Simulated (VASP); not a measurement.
# C (I4_1/amd) in VASP: a series of runs, part 2 of 2

VASP 6.6.1.

### 4 Single point, PBE (strain +0.040 along x and y, -0.040 along z)

INCAR

```
SYSTEM = C
PREC = Accurate
ENCUT = 520
EDIFF = 1E-6
ISMEAR = 0
SIGMA = 0.05
LREAL = .FALSE.
LASPH = .TRUE.
NELM = 100
ALGO = Normal
ISIF = 2
LWAVE = .FALSE.
LCHARG = .FALSE.
GGA = PE
NBANDS = 11
```

KPOINTS

```
Automatic mesh
0
G
  12 12 12
  0 0 0
```

POSCAR

```
C
1.0
    0.0000000000      1.8547360000      1.7120640000
    1.8547360000      0.0000000000      1.7120640000
    1.8547360000      1.8547360000      0.0000000000
C
2
Direct
    0.5000000000      0.5000000000      0.5000000000
    0.7500000000      0.7500000000      0.7500000000
```

On the command line:

```sh
> cat potpaw_PBE.64/C/POTCAR > POTCAR
> mpirun -np 1 vasp_std > vasp.out
```

Wall time 18 s (1 thread of Intel Xeon Platinum 8259CL at 2.50GHz (Skylake/Cascade Lake), shared host); peak memory 0.13 GiB.

It converged, with:

- Free energy: -18.0384 eV
- Pressure: -13.0 GPa
- Band gap on the k mesh: 2.16 eV, indirect (least direct gap 4.18 eV)

Stress tensor (GPa, compression positive):
```
-34.81   0.00   0.00
  0.00 -34.81   0.00
  0.00   0.00  30.70
```

Levels at points of the mesh, in eV from the valence-band top:
| k point | band 1 | band 2 | band 3 | band 4 | band 5 | band 6 | band 7 | band 8 | band 9 |
| --- | --- | --- | --- | --- | --- | --- | --- | --- | --- |
| (0.00, 0.00, 0.00) | -21.69 | -1.08 | -1.08 | 0.00 | 4.18 | 5.15 | 5.15 | 11.67 | 18.17 |
| (0.50, 0.00, 0.00) | -16.10 | -13.66 | -4.06 | -2.77 | 6.36 | 7.26 | 9.09 | 14.68 | 20.53 |
| (0.50, 0.50, 0.00) | -12.40 | -12.40 | -7.51 | -7.51 | 2.78 | 2.78 | 15.74 | 15.74 | 22.48 |
| (0.50, 0.00, 0.50) | -13.60 | -13.60 | -6.36 | -6.36 | 4.62 | 4.62 | 15.09 | 15.09 | 21.20 |

Caveat: the cell differs from its parent crystal (strain +0.040 along x and y, -0.040 along z). A k mesh can miss the band edges.

### 5 Single point, PBE (strain +0.080 along x and y, -0.080 along z)

INCAR

```
  PREC = Accurate
  ENCUT = 520
  EDIFF = 1E-6
  ISMEAR = 0
  SIGMA = 0.05
  LREAL = False
  LASPH = True
  NELM = 60
  ALGO = Normal
  ISIF = 2
  LWAVE = False
  LCHARG = False
  GGA = PE
  NBANDS = 11
```

KPOINTS

```
Automatic mesh
0
Gamma
  12 12 12
```

POSCAR

```
C
1.0
    0.0000000000      1.9260720000      1.6407280000
    1.9260720000      0.0000000000      1.6407280000
    1.9260720000      1.9260720000      0.0000000000
C
2
Direct
    0.5000000000      0.5000000000      0.5000000000
    0.7500000000      0.7500000000      0.7500000000
```

Potentials or basis: VASP PAW PBE potentials, release 64 (C).

On the command line:

```sh
> cat potpaw_PBE.64/C/POTCAR > POTCAR
> mpirun -np 1 vasp_std > vasp.out
```

OUTCAR:

```text
PREC = Accurate
   ENCUT = 520
   EDIFF = 1E-6
   ISMEAR = 0
   LREAL = False
   LASPH = True
   NELM = 60
   ISIF = 2
   GGA = PE

 ion  position               nearest neighbor table
   1  0.500  0.500  0.500-   2 1.59   2 1.59   2 1.59   2 1.59
   2  0.750  0.750  0.750-   1 1.59   1 1.59   1 1.59   1 1.59

  LATTYP: Found a body centered tetragonal cell.
 ALAT       =     2.7238771445
 C/A-ratio  =     1.2047004420

  Lattice vectors:

 A1 = (   0.0000000000,  -1.9260720000,  -1.6407280000)
[... 515 lines left out ...]
      6      18.3610      0.00000
      7      20.1593      0.00000
      8      22.1691      0.00000
      9      27.5746      0.00000
     10      31.6401      0.00000
     11      32.2542      0.00000

 [... further k-points ...]
[... 5 lines left out ...]
  --------------------------------------------------------------------------------------
  -------------------------------------------------------------------------------------
  Total       -4.7548014     -4.7548014      3.9758442      0.0000000     -0.0000000      0.0000000
  in kB     -625.7939212   -625.7939212    523.2729975      0.0000000     -0.0000000      0.0000000
  external PRESSURE =    -242.7716150 kB  Pullay stress =       0.0000000 kB

 VOLUME and BASIS-vectors are now :
 -----------------------------------------------------------------------------
  energy-cutoff  :      520.00
  volume of cell :       12.17
      direct lattice vectors                 reciprocal lattice vectors
     0.000000000  1.926072000  1.640728000    -0.259595695  0.259595695  0.304742773
     1.926072000  0.000000000  1.640728000     0.259595695 -0.259595695  0.304742773
     1.926072000  1.926072000  0.000000000     0.259595695  0.259595695 -0.304742773

 POSITION                                       TOTAL-FORCE (eV/Angst)
 -----------------------------------------------------------------------------------
      1.92607      1.92607      1.64073        -0.000000     -0.000000      0.000000
      2.88911      2.88911      2.46109         0.000000      0.000000     -0.000000
 -----------------------------------------------------------------------------------
    total drift:                                0.000000     -0.000000      0.000000

  FREE ENERGIE OF THE ION-ELECTRON SYSTEM (eV)
  ---------------------------------------------------
  free  energy   TOTEN  =       -17.6259346971 eV

  energy  without entropy=      -17.6259346971  energy(sigma->0) =      -17.62593470
```

stdout:

```text
POSCAR found type information on POSCAR C
 POSCAR found :  1 types and       2 ions
 scaLAPACK will be used
 LDA part: xc-table for (Slater+PW92), standard interpolation
 POSCAR, INCAR and KPOINTS ok, starting setup
 FFT: planning ... GRIDC
 FFT: planning ... GRID_SOFT
 FFT: planning ... GRID
 WAVECAR not read
 entering main loop
```

Wall time 17 s (1 thread of Intel Xeon Platinum 8259CL at 2.50GHz (Skylake/Cascade Lake), shared host); peak memory 0.13 GiB.

Results:

- Free energy: -17.6259 eV
- Pressure: -24.3 GPa
- Band gap on the k mesh: 0.39 eV, indirect (least direct gap 3.07 eV)

Levels at points of the mesh, in eV from the valence-band top:
```csv
k point,band 1,band 2,band 3,band 4,band 5,band 6,band 7,band 8,band 9
"(0.00, 0.00, 0.00)",-21.84,-1.94,-1.94,0.00,3.07,4.97,4.97,10.13,17.38
"(0.50, 0.00, 0.00)",-16.35,-13.84,-5.05,-2.77,4.36,6.24,9.26,13.89,19.50
"(0.50, 0.50, 0.00)",-11.95,-11.95,-8.50,-8.50,1.10,1.10,14.78,14.78,21.73
"(0.50, 0.00, 0.50)",-14.27,-14.27,-6.23,-6.23,4.68,4.68,13.18,13.18,19.12
```

Caveat: the cell differs from its parent crystal (strain +0.080 along x and y, -0.080 along z). A k mesh can miss the band edges.

### 6 Overview

| cell | gap on the mesh (eV) | pressure (GPa) |
| --- | --- | --- |
| a = 2.577, b = 2.577, c = 2.421 Å, angles 62.0, 62.0, 56.0°, 2 atoms | 2.69 | 5.0 |
| a = 2.476, b = 2.476, c = 2.623 Å, angles 58.0, 58.0, 64.0°, 2 atoms | 1.20 | 4.8 |
| a = 2.524, b = 2.524, c = 2.623 Å, angles 58.7, 58.7, 62.6°, 2 atoms | 2.16 | -13.0 |
| a = 2.530, b = 2.530, c = 2.724 Å, angles 57.4, 57.4, 65.1°, 2 atoms | 0.39 | -24.3 |

Alike in all rows: task single point; level PBE; potentials or basis VASP PAW PBE potentials, release 64 (C); no spin polarisation; k mesh 12 × 12 × 12; cutoff (eV) 520; smearing gaussian 0.05 eV.

Total energies depend on the potentials used, so only differences within one code and one set of settings carry meaning.
